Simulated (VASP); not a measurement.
# WSe2 (P6_3/mmc) in VASP: a series of runs

The runs below take WSe2 through single point, with PBEsol.

Everything below comes from runs of VASP 6.6.1. Logs are shortened: lines on timing, memory, paths and dates and some standing lists are left out, and cuts for length are marked.

## (1) The cell of the first run

It takes space group P6_3/mmc (No. 194, hexagonal). Conventional cell: a = 3.296 Å, b = 3.296 Å, c = 12.827 Å, α = 90.00°, β = 90.00°, γ = 120.00°. W (site symmetry -6m2) has 6 Se at 2.52 Å and 6 W at 3.30 Å within 3.3 Å. Se (site symmetry 3m) has 3 W at 2.52 Å and 7 Se at 3.30 to 3.31 Å within 3.4 Å.

## (2) Single point, PBEsol (uniaxial strain along c: -3.0 %)

INCAR reads:

```
SYSTEM = WSe2
  PREC = Accurate
  ENCUT = 520
  EDIFF = 1E-7
  ISMEAR = 0
  SIGMA = 0.02
  LREAL = .False.
  LASPH = .True.
  NELM = 100
  ALGO = Normal
  ISIF = 2
  LWAVE = .False.
  LCHARG = .False.
  GGA = PS
  NBANDS = 35
```

KPOINTS reads:

```
regular mesh
0
Gamma
  12 12 2
  0 0 0
```

POSCAR reads:

```
WSe2
1.0
    3.2956290888      0.0000000000      0.0000000000
   -1.6478145444      2.8540985123      0.0000000000
    0.0000000000      0.0000000000     12.8269688910
W Se
2 4
Direct
    0.6666666627      0.3333333373      0.7500000000
    0.3333333373      0.6666666627      0.2500000000
    0.3333333295      0.6666666705      0.8790125813
    0.6666666705      0.3333333295      0.3790125813
    0.3333333295      0.6666666705      0.6209874187
    0.6666666705      0.3333333295      0.1209874187
```

Potentials or basis: VASP PAW PBE potentials, release 64 (W_sv, Se).

Started as:

```console
$ cat potpaw_PBE.64/W_sv/POTCAR potpaw_PBE.64/Se/POTCAR > POTCAR
$ mpirun -np 1 vasp_std > vasp.out
```

OUTCAR:

```text
SYSTEM = WSe2
   PREC = Accurate
   ENCUT = 520
   EDIFF = 1E-7
   ISMEAR = 0
   LREAL = .False.
   LASPH = .True.
   NELM = 100
   ISIF = 2
   GGA = PS

 ion  position               nearest neighbor table
   1  0.667  0.333  0.750-   3 2.52   5 2.52   3 2.52   5 2.52   3 2.52   5 2.52
   2  0.333  0.667  0.250-   4 2.52   6 2.52   4 2.52   6 2.52   4 2.52   6 2.52
   3  0.333  0.667  0.879-   1 2.52   1 2.52   1 2.52
   4  0.667  0.333  0.379-   2 2.52   2 2.52   2 2.52
   5  0.333  0.667  0.621-   1 2.52   1 2.52   1 2.52
   6  0.667  0.333  0.121-   2 2.52   2 2.52   2 2.52

  LATTYP: Found a hexagonal cell.
 ALAT       =     3.2956290888
 C/A-ratio  =     3.8921154491

  Lattice vectors:

 A1 = (   3.2956290888,   0.0000000000,   0.0000000000)
 A2 = (  -1.6478145444,   2.8540985123,   0.0000000000)
 A3 = (   0.0000000000,   0.0000000000,  12.8269688910)

Analysis of symmetry for initial positions (statically):
=====================================================================
 Subroutine PRICEL returns:
 Original cell was already a primitive cell.

 Routine SETGRP: Setting up the symmetry group for a
 hexagonal supercell.

 Subroutine GETGRP returns: Found 24 space group operations
 (whereof 12 operations were pure point group operations)
 out of a pool of 24 trial point group operations.

The static configuration has the point symmetry D_3d.
 The point group associated with its full space group is D_6h.

Analysis of symmetry for dynamics (positions and initial velocities):
=====================================================================
 Subroutine PRICEL returns:
 Original cell was already a primitive cell.

 Routine SETGRP: Setting up the symmetry group for a
 hexagonal supercell.

 Subroutine GETGRP returns: Found 24 space group operations
 (whereof 12 operations were pure point group operations)
 out of a pool of 24 trial point group operations.

The dynamic configuration has the point symmetry D_3d.
 The point group associated with its full space group is D_6h.

 Subroutine INISYM returns: Found 24 space group operations
 (whereof 12 operations are pure point group operations),
 and found     1 'primitive' translations

----------------------------------------------------------------------------------------

                                     Primitive cell

  volume of cell :     120.6511

  direct lattice vectors                    reciprocal lattice vectors
     3.295629089  0.000000000  0.000000000     0.303432205  0.175186665  0.000000000
    -1.647814544  2.854098512  0.000000000     0.000000000  0.350373330  0.000000000
     0.000000000  0.000000000 12.826968891     0.000000000  0.000000000  0.077960741

  length of vectors
     3.295629089  3.295629089 12.826968891     0.350373330  0.350373330  0.077960741

  position of ions in fractional coordinates (direct lattice)
     0.666666663  0.333333337  0.750000000
     0.333333337  0.666666663  0.250000000
     0.333333330  0.666666670  0.879012581
     0.666666670  0.333333330  0.379012581
     0.333333330  0.666666670  0.620987419
     0.666666670  0.333333330  0.120987419

  ion indices of the primitive-cell ions
   primitive index   ion index
                 1           1
                 2           2
                 3           3
                 4           4
                 5           5
                 6           6

----------------------------------------------------------------------------------------

 KPOINTS: regular mesh

Automatic generation of k-mesh.
 Grid dimensions read from file:
 generate k-points for:   12   12    2

 Generating k-lattice:

  Cartesian coordinates                     Fractional coordinates (reciprocal lattice)
     0.025286017  0.014598889  0.000000000     0.083333333 -0.000000000  0.000000000
     0.000000000  0.029197778  0.000000000     0.000000000  0.083333333  0.000000000
     0.000000000  0.000000000  0.038980371     0.000000000  0.000000000  0.500000000

  Length of vectors
     0.029197778  0.029197778  0.038980371

  Shift w.r.t. Gamma in fractional coordinates (k-lattice)
     0.000000000  0.000000000  0.000000000

 Subroutine IBZKPT returns following result:
 ===========================================

 Found     38 irreducible k-points:

 Following reciprocal coordinates:
            Coordinates               Weight
  0.000000  0.000000  0.000000      1.000000
  0.083333 -0.000000  0.000000      6.000000
  0.166667 -0.000000  0.000000      6.000000
  0.250000 -0.000000  0.000000      6.000000
  0.333333 -0.000000  0.000000      6.000000
  0.416667 -0.000000  0.000000      6.000000
[... 16 lines left out ...]
  0.250000 -0.000000  0.500000      6.000000
  0.333333 -0.000000  0.500000      6.000000
 [... further k-points ...]
   k-points           NKPTS =     38   k-points in BZ     NKDIM =     38   number of bands    NBANDS=     35
   number of dos      NEDOS =    301   number of ions     NIONS =      6
   total plane-waves  NPLWV =  75264
   dimension x,y,z NGX =    28 NGY =   28 NGZ =   96
   dimension x,y,z NGXF=    56 NGYF=   56 NGZF=  192
   ions per type =               2   4
   NGX,Y,Z   is equivalent  to a cutoff of  14.12, 14.12, 12.44 a.u.
   NGXF,Y,Z  is equivalent  to a cutoff of  28.25, 28.25, 24.88 a.u.
 SYSTEM =  WSe2
   PREC   = accura    normal or accurate (medium, high low for compatibility)
   ISTART =      0    job   : 0-new  1-cont  2-samecut
   ICHARG =      2    charge: 1-file 2-atom 10-const
   ISPIN  =      1    spin polarized calculation?
   LNONCOLLINEAR =      F non collinear calculations
   LSORBIT =      F    spin-orbit coupling
   LASPH  =      T    aspherical Exc in radial PAW
   ENCUT  =  520.0 eV  38.22 Ry    6.18 a.u.   6.13  6.13 23.85*2*pi/ulx,y,z
   NELM   =    100;   NELMIN=  2; NELMDL= -5     # of ELM steps
   EDIFF  = 0.1E-06   stopping-criterion for ELM
   LREAL  =      F    real-space projection
   EDIFFG = 0.1E-05   stopping-criterion for IOM
   NSW    =      0    number of steps for IOM
   IBRION =     -1    ionic relax: 0-MD 1-quasi-New 2-CG
   NFREE  =      0    steps in history (QN), initial steepest desc. (CG)
   ISIF   =      2    stress and relaxation
   ISYM   =      2    0-nonsym 1-usesym 2-fastsym
   POTIM  = 0.5000    time-step for ionic-motion
   TEBEG  =    0.0;   TEEND  =   0.0 temperature during run
   PSTRESS=    0.0 pullay stress
   NELECT =      52.0000    total number of electrons
   NUPDOWN=      -1.0000    fix difference up-down
   EMIN   =  10.00;   EMAX   =-10.00  energy-range for DOS
   EFERMI =   0.00;   METHOD = LEGACY
   ISMEAR =     0;   SIGMA  =   0.02  broadening in eV -4-tet -1-fermi 0-gaus
   EFERMI_NEDOS =   21; number of points for ismear=-14 and -15
   IALGO  =     38    algorithm
   IMIX   =      4    mixing-type and parameters
     AMIX     =   0.40;   BMIX     =  1.00
     AMIX_MAG =   1.60;   BMIX_MAG =  1.00
  volume/ion in A,a.u.               =      20.11       135.70
  Fermi-wavevector in a.u.,A,eV,Ry     =   1.236608  2.336851 20.806031  1.529200
  Thomas-Fermi vector in A             =   2.371210
   LORBIT       =      0    0 simple, 1 ext, 2 COOP (PROOUT), +10 PAW based schemes
   GGA     = PS    functional components
   LHFCALC =     F    Hartree Fock is set to
   AEXX    =    0.0000 exact exchange contribution
   IVDW    =     0    specifies the selected vdW correction
   LEPSILON=     F    determine dielectric tensor
   LRPA    =     F    only Hartree local field effects (RPA)
 non-spin polarized calculation
 Gauss-broadening in eV      SIGMA  =   0.02
  energy-cutoff  :      520.00
  volume of cell :      120.65
 maximum number of plane-waves:      3294
 NGX is ok and might be reduce to    28
   NGX = 13   NGY = 13   NGZ = 47

 number of electron      51.9999995 magnetization

 Free energy of the ion-electron system (eV)
  ---------------------------------------------------
  ext. energy  EPLUGINS =         0.00000000
  ---------------------------------------------------
  free energy    TOTEN  =       -46.52867775 eV

  energy without entropy =      -46.52867775  energy(sigma->0) =      -46.52867775

 E-fermi :   6.5151     XC(G=0): -10.9496

 val. band max:        6.3052550988   @ k =   0.0000   0.0000   0.0000
 cond. band min:       7.2000871905   @ k =   0.1667   0.1667   0.0000
 fundamental gap:      0.8948320917
 Fermi energy:         6.5150756230

 k-point     1 :       0.0000    0.0000    0.0000
  band No.  band energies     occupation
      1     -68.0643      2.00000
      2     -68.0643      2.00000
      3     -32.3151      2.00000
      4     -32.3151      2.00000
      5     -32.1950      2.00000
      6     -32.1950      2.00000
[... 27 lines left out ...]
     34       9.2130      0.00000
     35      10.6235      0.00000

 k-point     2 :       0.0833   -0.0000    0.0000
  band No.  band energies     occupation
      1     -68.0636      2.00000
      2     -68.0636      2.00000
      3     -32.3121      2.00000
      4     -32.3120      2.00000
      5     -32.2108      2.00000
      6     -32.2108      2.00000
[... 27 lines left out ...]
     34       9.1113      0.00000
     35      11.2649      0.00000

 k-point     3 :       0.1667   -0.0000    0.0000
  band No.  band energies     occupation
      1     -68.0617      2.00000
      2     -68.0617      2.00000
      3     -32.3037      2.00000
      4     -32.3037      2.00000
      5     -32.2539      2.00000
      6     -32.2539      2.00000
[... 27 lines left out ...]
     34       9.5877      0.00000
     35      12.2468      0.00000
[... 723 lines left out ...]
 k-point    23 :       0.2500   -0.0000    0.5000
  band No.  band energies     occupation
      1     -68.0592      2.00000
      2     -68.0592      2.00000
      3     -32.3121      2.00000
      4     -32.3121      2.00000
      5     -32.2923      2.00000
      6     -32.2923      2.00000
[... 27 lines left out ...]
     34       9.9201      0.00000
     35      12.5637      0.00000

 k-point    24 :       0.3333   -0.0000    0.5000
  band No.  band energies     occupation
      1     -68.0566      2.00000
      2     -68.0566      2.00000
      3     -32.3697      2.00000
      4     -32.3697      2.00000
      5     -32.2809      2.00000
      6     -32.2809      2.00000
[... 27 lines left out ...]
     34      10.2068      0.00000
     35      11.7513      0.00000

 [... further k-points ...]
[... 5 lines left out ...]
  --------------------------------------------------------------------------------------
  -------------------------------------------------------------------------------------
  Total       -0.4986463     -0.4986463      2.0513605     -0.0000000     -0.0000000      0.0000000
  in kB       -6.6217357     -6.6217357     27.2408866     -0.0000000     -0.0000000      0.0000000
  external PRESSURE =       4.6658051 kB  Pullay stress =       0.0000000 kB

 VOLUME and BASIS-vectors are now :
 -----------------------------------------------------------------------------
  energy-cutoff  :      520.00
  volume of cell :      120.65
      direct lattice vectors                 reciprocal lattice vectors
     3.295629089  0.000000000  0.000000000     0.303432205  0.175186665  0.000000000
    -1.647814544  2.854098512  0.000000000     0.000000000  0.350373330  0.000000000
     0.000000000  0.000000000 12.826968891     0.000000000  0.000000000  0.077960741

 POSITION                                       TOTAL-FORCE (eV/Angst)
 -----------------------------------------------------------------------------------
      1.64781      0.95137      9.62023         0.000000      0.000000      0.000000
      0.00000      1.90273      3.20674        -0.000000     -0.000000      0.000000
     -0.00000      1.90273     11.27507        -0.000000      0.000000      0.204182
      1.64781      0.95137      4.86158        -0.000000     -0.000000      0.204182
     -0.00000      1.90273      7.96539         0.000000      0.000000     -0.204182
      1.64781      0.95137      1.55190        -0.000000      0.000000     -0.204182
 -----------------------------------------------------------------------------------
    total drift:                               -0.000011      0.000006     -0.000000

  FREE ENERGIE OF THE ION-ELECTRON SYSTEM (eV)
  ---------------------------------------------------
  free  energy   TOTEN  =       -46.5286777508 eV

  energy  without entropy=      -46.5286777508  energy(sigma->0) =      -46.52867775
```

It took 85 s on 1 thread of AMD EPYC 9R45 (Zen 5), shared host; peak memory 0.29 GiB.

Results:

```
Free energy            : -46.5287 eV
Pressure               : 0.5 GPa
Largest force          : 0.204 eV/Å
Band gap on the k mesh : 0.89 eV (least direct gap 1.45 eV)
```

Forces in eV/Å, atoms in the order of the input:
```
W    0.000  0.000  0.000
W    0.000  0.000  0.000
Se   0.000  0.000  0.204
Se   0.000  0.000  0.204
Se   0.000  0.000 -0.204
Se   0.000  0.000 -0.204
```

Levels at points of the mesh, in eV from the valence-band top:
```csv
k point,band 22,band 23,band 24,band 25,band 26,band 27,band 28,band 29,band 30,band 31
"(0.00, 0.00, 0.00)",-1.67,-1.67,-1.15,-1.00,0.00,2.54,2.54,2.59,2.59,2.68
"(0.50, 0.00, 0.00)",-2.43,-1.55,-1.51,-1.37,-1.25,1.98,2.02,2.21,2.53,2.87
"(0.00, 0.00, 0.50)",-1.70,-1.70,-1.70,-0.21,-0.21,2.55,2.55,2.55,2.55,2.81
"(0.50, 0.00, 0.50)",-2.59,-1.44,-1.44,-1.38,-1.38,2.00,2.00,2.40,2.40,3.27
```

Caveat: the cell differs from its parent crystal (uniaxial strain along c: -3.0 %); the PAW data sets were made with another functional, which shifts forces and pressure a little; spin-orbit coupling is left out, which moves the levels of the heavy elements; this functional lacks dispersion, which binds the layers, so the pressure and a relaxed spacing across them are unreliable. A k mesh can miss the band edges.

## (3) Single point, PBEsol (uniaxial strain along c: -2.0 %)

INCAR reads:

```
SYSTEM = WSe2
PREC = Accurate ; ENCUT = 520
EDIFF = 1E-6 ; ISMEAR = 0
SIGMA = 0.02 ; LREAL = .False.
LASPH = .True. ; NELM = 80
ALGO = Normal ; ISIF = 2
LWAVE = .False. ; LCHARG = .True.
GGA = PS ; LELF = .True.
LVHAR = .True. ; NBANDS = 35
```

KPOINTS reads:

```
Automatic mesh
0
Gamma
  12 12 2
  0 0 0
```

POSCAR reads:

```
WSe2
1.0
    3.2874513491      0.0000000000      0.0000000000
   -1.6437256745      2.8470163820      0.0000000000
    0.0000000000      0.0000000000     12.9592056837
W Se
2 4
Direct
    0.6666666690      0.3333333310      0.7500000000
    0.3333333310      0.6666666690      0.2500000000
    0.3333333356      0.6666666644      0.8778083039
    0.6666666644      0.3333333356      0.3778083039
    0.3333333356      0.6666666644      0.6221916961
    0.6666666644      0.3333333356      0.1221916961
```

Potentials or basis: VASP PAW PBE potentials, release 64 (W_sv, Se).

Started as:

```console
$ cat potpaw_PBE.64/W_sv/POTCAR potpaw_PBE.64/Se/POTCAR > POTCAR
$ mpirun -np 1 vasp_std > vasp.out
```

Run time: 63 s. Hardware: 1 thread of AMD EPYC 9R45 (Zen 5), shared host; peak memory 0.27 GiB.

The run converged. Its results:

| Item | Value |
| --- | --- |
| Free energy | -46.5369 eV |
| Pressure | 0.9 GPa |
| Largest force | 0.252 eV/Å |
| Band gap on the k mesh | 0.95 eV (least direct gap 1.49 eV) |

Forces in eV/Å, atoms in the order of the input:
```
W    0.000  0.000  0.000
W    0.000  0.000  0.000
Se   0.000  0.000  0.252
Se   0.000  0.000  0.252
Se   0.000  0.000 -0.252
Se   0.000  0.000 -0.252
```

Stress tensor (GPa, compression positive):
```
-0.03  0.00  0.00
 0.00 -0.03  0.00
 0.00  0.00  2.70
```

Levels at points of the mesh, in eV from the valence-band top:
```csv
k point,band 23,band 24,band 25,band 26,band 27,band 28,band 29,band 30
"(0.00, 0.00, 0.00)",-1.61,-1.13,-1.08,0.00,2.62,2.62,2.66,2.66
"(0.50, 0.00, 0.00)",-1.49,-1.43,-1.33,-1.19,2.06,2.10,2.28,2.60
"(0.00, 0.00, 0.50)",-1.63,-1.63,-0.22,-0.22,2.63,2.63,2.63,2.63
"(0.50, 0.00, 0.50)",-1.40,-1.40,-1.31,-1.31,2.08,2.08,2.47,2.47
```

Caveat: the cell differs from its parent crystal (uniaxial strain along c: -2.0 %); the PAW data sets were made with another functional, which shifts forces and pressure a little; spin-orbit coupling is left out, which moves the levels of the heavy elements; this functional lacks dispersion, which binds the layers, so the pressure and a relaxed spacing across them are unreliable. A k mesh can miss the band edges.

[end of part 1 of 2]
